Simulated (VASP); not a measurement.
# Cd3SeS2 (Cmc2_1) in VASP: single point with PBE

Aim: the single point of Cd3SeS2 with PBE.

Program: VASP 6.6.1. These are calculated values, not measurements. Logs are shortened: lines on timing, memory, paths and dates and some standing lists are left out, and cuts for length are marked.

**1. The cell of the first run**

It takes space group Cmc2_1 (No. 36, orthorhombic). The conventional cell has a = 13.189 Å, b = 7.613 Å, c = 7.155 Å, α = 90.00°, β = 90.00°, γ = 90.00°. Within 3.5 Å of Cd (site symmetry 1) lie 3 S at 2.65 to 2.66 Å and 1 Se at 2.76 Å. Within 3.5 Å of Cd (site symmetry m) lie 2 S at 2.65 Å and 2 Se at 2.76 to 2.77 Å. Se (site symmetry m) has 4 Cd at 2.76 to 2.77 Å within 3.6 Å. Within 3.5 Å of S (site symmetry 1) lie 4 Cd at 2.65 to 2.66 Å.

**2. Single point, PBE (29.94 Å³/atom)**

Input file INCAR:

```
ALGO = Normal ; EDIFF = 1E-6
ENCUT = 520 ; GGA = PE
ISIF = 2 ; ISMEAR = 0
LASPH = T ; LCHARG = T
LELF = T ; LREAL = F
LVHAR = T ; LWAVE = F
NBANDS = 66 ; NELM = 80
PREC = Accurate ; SIGMA = 0.02
```

Input file KPOINTS:

```
k-points
0
Gamma
  6 6 4
```

Input file POSCAR:

```
Cd3SeS2
1.0
    6.5947335796     -3.8064387547      0.0000000000
    6.5947335796      3.8064387547      0.0000000000
    0.0000000000      0.0000000000      7.1553574107
Cd Se S
6 2 4
Direct
    0.4900556403      0.1665061294      0.1292102765
    0.5099443597      0.8334938706      0.6292102765
    0.8227969455      0.1772030545      0.6142419960
    0.1772030545      0.8227969455      0.1142419960
    0.8334938706      0.5099443597      0.1292102765
    0.1665061294      0.4900556403      0.6292102765
    0.8305840537      0.1694159463      1.0006388445
    0.1694159463      0.8305840537      0.5006388445
    0.4966682448      0.1666947085      0.5008493032
    0.5033317552      0.8333052915      0.0008493032
    0.8333052915      0.5033317552      0.5008493032
    0.1666947085      0.4966682448      0.0008493032
```

Potentials or basis: VASP PAW PBE potentials, release 64 (Cd, Se, S).

Launch:

```
> cat potpaw_PBE.64/Cd/POTCAR potpaw_PBE.64/Se/POTCAR potpaw_PBE.64/S/POTCAR > POTCAR
> mpirun -np 1 vasp_std > vasp.out
```

OUTCAR:

```text
EDIFF = 1E-6
   ENCUT = 520
   GGA = PE
   ISIF = 2
   ISMEAR = 0
   LASPH = T
   LREAL = F
   NELM = 80
   PREC = Accurate

 ion  position               nearest neighbor table
   1  0.490  0.167  0.129-  12 2.65  10 2.65   9 2.66   7 2.76
   2  0.510  0.833  0.629-  11 2.65   9 2.65  10 2.66   8 2.76
   3  0.823  0.177  0.614-   9 2.65  11 2.65   8 2.76   7 2.77
   4  0.177  0.823  0.114-  10 2.65  12 2.65   7 2.76   8 2.77
   5  0.833  0.510  0.129-  10 2.65  12 2.65  11 2.66   7 2.76
   6  0.167  0.490  0.629-   9 2.65  11 2.65  12 2.66   8 2.76
   7  0.831  0.169  0.001-   4 2.76   1 2.76   5 2.76   3 2.77
   8  0.169  0.831  0.501-   3 2.76   2 2.76   6 2.76   4 2.77
   9  0.497  0.167  0.501-   3 2.65   6 2.65   2 2.65   1 2.66
  10  0.503  0.833  0.001-   4 2.65   5 2.65   1 2.65   2 2.66
  11  0.833  0.503  0.501-   3 2.65   2 2.65   6 2.65   5 2.66
  12  0.167  0.497  0.001-   4 2.65   1 2.65   5 2.65   6 2.66

  LATTYP: Found a base centered orthorhombic cell.
 ALAT       =     7.6128775094
 B/A-ratio  =     1.7325206064
 C/A-ratio  =     0.9399018179

  Lattice vectors:

 A1 = (  -6.5947335796,  -3.8064387547,   0.0000000000)
 A2 = (   6.5947335796,  -3.8064387547,   0.0000000000)
 A3 = (   0.0000000000,   0.0000000000,   7.1553574107)

Analysis of symmetry for initial positions (statically):
=====================================================================
 Subroutine PRICEL returns:
 Original cell was already a primitive cell.

 Routine SETGRP: Setting up the symmetry group for a
 base centered orthorhombic supercell.

 Subroutine GETGRP returns: Found  4 space group operations
 (whereof  2 operations were pure point group operations)
 out of a pool of  8 trial point group operations.

The static configuration has the point symmetry C_1h.
 The point group associated with its full space group is C_2v.

Analysis of symmetry for dynamics (positions and initial velocities):
=====================================================================
 Subroutine PRICEL returns:
 Original cell was already a primitive cell.

 Routine SETGRP: Setting up the symmetry group for a
 base centered orthorhombic supercell.

 Subroutine GETGRP returns: Found  4 space group operations
 (whereof  2 operations were pure point group operations)
 out of a pool of  8 trial point group operations.

The dynamic configuration has the point symmetry C_1h.
 The point group associated with its full space group is C_2v.
[... 130 lines left out ...]
   NELECT =     108.0000    total number of electrons
   NUPDOWN=      -1.0000    fix difference up-down
   EMIN   =  10.00;   EMAX   =-10.00  energy-range for DOS
   EFERMI =   0.00;   METHOD = LEGACY
   ISMEAR =     0;   SIGMA  =   0.02  broadening in eV -4-tet -1-fermi 0-gaus
   EFERMI_NEDOS =   21; number of points for ismear=-14 and -15
   IALGO  =     38    algorithm
   IMIX   =      4    mixing-type and parameters
     AMIX     =   0.40;   BMIX     =  1.00
     AMIX_MAG =   1.60;   BMIX_MAG =  1.00
  volume/ion in A,a.u.               =      29.94       202.02
  Fermi-wavevector in a.u.,A,eV,Ry     =   1.096706  2.072474 16.364602  1.202764
  Thomas-Fermi vector in A             =   2.233053
   LORBIT       =      0    0 simple, 1 ext, 2 COOP (PROOUT), +10 PAW based schemes
   GGA     = PE    functional components
   LHFCALC =     F    Hartree Fock is set to
   AEXX    =    0.0000 exact exchange contribution
   IVDW    =     0    specifies the selected vdW correction
   LEPSILON=     F    determine dielectric tensor
   LRPA    =     F    only Hartree local field effects (RPA)
 non-spin polarized calculation
 Gauss-broadening in eV      SIGMA  =   0.02
  energy-cutoff  :      520.00
  volume of cell :      359.23
 maximum number of plane-waves:      9720
 NGX is ok and might be reduce to    60
   NGX = 29   NGY = 29   NGZ = 27

 number of electron     108.0000018 magnetization

 Free energy of the ion-electron system (eV)
  ---------------------------------------------------
  ext. energy  EPLUGINS =         0.00000000
  ---------------------------------------------------
  free energy    TOTEN  =       -35.18505950 eV

  energy without entropy =      -35.18505950  energy(sigma->0) =      -35.18505950

 E-fermi :   0.1841     XC(G=0):  -8.4017

 val. band max:        0.0893038097   @ k =   0.0000   0.0000   0.0000
 cond. band min:       0.7756518880   @ k =   0.0000   0.0000   0.0000
 fundamental gap:      0.6863480784
 Fermi energy:         0.1841200705

 k-point     1 :       0.0000    0.0000    0.0000
  band No.  band energies     occupation
      1     -11.6084      2.00000
      2     -11.3227      2.00000
      3     -11.2661      2.00000
      4     -11.2567      2.00000
      5     -11.2340      2.00000
      6     -11.2339      2.00000
[... 1645 lines left out ...]
     65       5.6225      0.00000
     66       5.6784      0.00000

 [... further k-points ...]

------------------------ aborting loop because EDIFF is reached ----------------------------------------

  FORCE on cell =-STRESS in cart. coord.  units (eV):
  Direction    XX          YY          ZZ          XY          YZ          ZX
  --------------------------------------------------------------------------------------
  -------------------------------------------------------------------------------------
  Total       -8.2409267     -8.2154447     -8.1870319      0.0000000      0.0000000      0.0000000
  in kB      -36.7543889    -36.6407397    -36.5140191      0.0000000      0.0000000      0.0000000
  external PRESSURE =     -36.6363826 kB  Pullay stress =       0.0000000 kB

 VOLUME and BASIS-vectors are now :
 -----------------------------------------------------------------------------
  energy-cutoff  :      520.00
  volume of cell :      359.23
      direct lattice vectors                 reciprocal lattice vectors
     6.594733580 -3.806438755  0.000000000     0.075818074 -0.131356376  0.000000000
     6.594733580  3.806438755  0.000000000     0.075818074  0.131356376  0.000000000
     0.000000000  0.000000000  7.155357411     0.000000000  0.000000000  0.139755423

 POSITION                                       TOTAL-FORCE (eV/Angst)
 -----------------------------------------------------------------------------------
      4.32985     -1.23157      0.92455         0.002982     -0.001846     -0.007952
      8.85962      1.23157      4.50222        -0.002982      0.001846     -0.007952
      6.59473     -2.45741      4.39512         0.000000      0.000647      0.006717
      6.59473      2.45741      0.81744         0.000000     -0.000647      0.006717
      8.85962     -1.23157      0.92455        -0.002982     -0.001846     -0.007952
      4.32985      1.23157      4.50222         0.002982      0.001846     -0.007952
      6.59473     -2.51670      0.00457         0.000000      0.007941     -0.005360
      6.59473      2.51670      3.58225         0.000000     -0.007941     -0.005360
      4.37470     -1.25602      3.58376         0.000721      0.001717      0.007274
      8.81477      1.25602      0.00608        -0.000721     -0.001717      0.007274
      8.81477     -1.25602      3.58376        -0.000721      0.001717      0.007274
      4.37470      1.25602      0.00608         0.000721     -0.001717      0.007274
 -----------------------------------------------------------------------------------
    total drift:                                0.000000     -0.000000     -0.001145

  FREE ENERGIE OF THE ION-ELECTRON SYSTEM (eV)
  ---------------------------------------------------
  free  energy   TOTEN  =       -35.1850595019 eV

  energy  without entropy=      -35.1850595019  energy(sigma->0) =      -35.18505950
```

OSZICAR:

```text
N       E                     dE             d eps       ncg     rms          rms(c)
DAV:   1     0.751480578914E+03    0.75148E+03   -0.50656E+04  5148   0.147E+03
DAV:   2     0.168415745307E+02   -0.73464E+03   -0.71230E+03  5704   0.356E+02
DAV:   3    -0.373262263148E+02   -0.54168E+02   -0.53712E+02  5998   0.907E+01
DAV:   4    -0.383236385157E+02   -0.99741E+00   -0.99465E+00  5720   0.115E+01
DAV:   5    -0.383415458066E+02   -0.17907E-01   -0.17901E-01  5978   0.151E+00    0.137E+01
DAV:   6    -0.352302714546E+02    0.31113E+01   -0.72790E+00  6128   0.143E+01    0.113E+01
DAV:   7    -0.351896995300E+02    0.40572E-01   -0.18550E+00  5634   0.447E+00    0.600E+00
DAV:   8    -0.351898831166E+02   -0.18359E-03   -0.21228E-01  5914   0.270E+00    0.652E-01
DAV:   9    -0.351829872990E+02    0.68958E-02   -0.52318E-02  5806   0.139E+00    0.252E-01
DAV:  10    -0.351842763626E+02   -0.12891E-02   -0.59014E-03  5624   0.321E-01    0.195E-01
DAV:  11    -0.351848190812E+02   -0.54272E-03   -0.55797E-04  5496   0.957E-02    0.922E-02
DAV:  12    -0.351850441631E+02   -0.22508E-03   -0.30332E-04  5474   0.741E-02    0.527E-02
DAV:  13    -0.351850576278E+02   -0.13465E-04   -0.32212E-05  5760   0.199E-02    0.163E-02
DAV:  14    -0.351850574029E+02    0.22490E-06   -0.14085E-05  4766   0.126E-02    0.379E-03
DAV:  15    -0.351850598495E+02   -0.24466E-05   -0.54928E-06  4140   0.782E-03    0.798E-03
DAV:  16    -0.351850595019E+02    0.34757E-06   -0.79072E-07  3744   0.494E-03
   1 F= -.35185060E+02 E0= -.35185060E+02  d E =-.164696E-13
```

It took 25 min on 1 thread of Oxide Virtual Turin-like, shared host; peak memory 0.9 GiB.

Results:

| Item | Value |
| --- | --- |
| Free energy | -35.1851 eV |
| Pressure | -3.7 GPa |
| Largest force | 0.010 eV/Å |
| Band gap on the k mesh | 0.69 eV |

Forces in eV/Å, atoms in the order of the input:
```
Cd   0.003 -0.002 -0.008
Cd  -0.003  0.002 -0.008
Cd   0.000  0.001  0.007
Cd   0.000 -0.001  0.007
Cd  -0.003 -0.002 -0.008
Cd   0.003  0.002 -0.008
Se   0.000  0.008 -0.005
Se   0.000 -0.008 -0.005
S    0.001  0.002  0.007
S   -0.001 -0.002  0.007
S   -0.001  0.002  0.007
S    0.001 -0.002  0.007
```

Levels at points of the mesh, in eV from the valence-band top:
| k point | band 52 | band 53 | band 54 | band 55 | band 56 | band 57 |
| --- | --- | --- | --- | --- | --- | --- |
| (0.00, 0.00, 0.00) | -0.02 | 0.00 | 0.00 | 0.69 | 2.37 | 4.37 |
| (0.50, 0.00, 0.00) | -0.53 | -0.45 | -0.38 | 2.80 | 2.85 | 3.19 |
| (0.50, 0.50, 0.00) | -0.52 | -0.43 | -0.34 | 2.78 | 2.86 | 3.19 |
| (0.00, 0.00, 0.50) | -0.29 | -0.29 | -0.29 | 2.35 | 2.35 | 3.81 |
| (0.50, 0.00, 0.50) | -0.80 | -0.77 | -0.77 | 3.14 | 3.14 | 3.51 |
| (0.50, 0.50, 0.50) | -0.90 | -0.72 | -0.72 | 3.14 | 3.14 | 3.52 |

Caveat: the cell stands under tension.
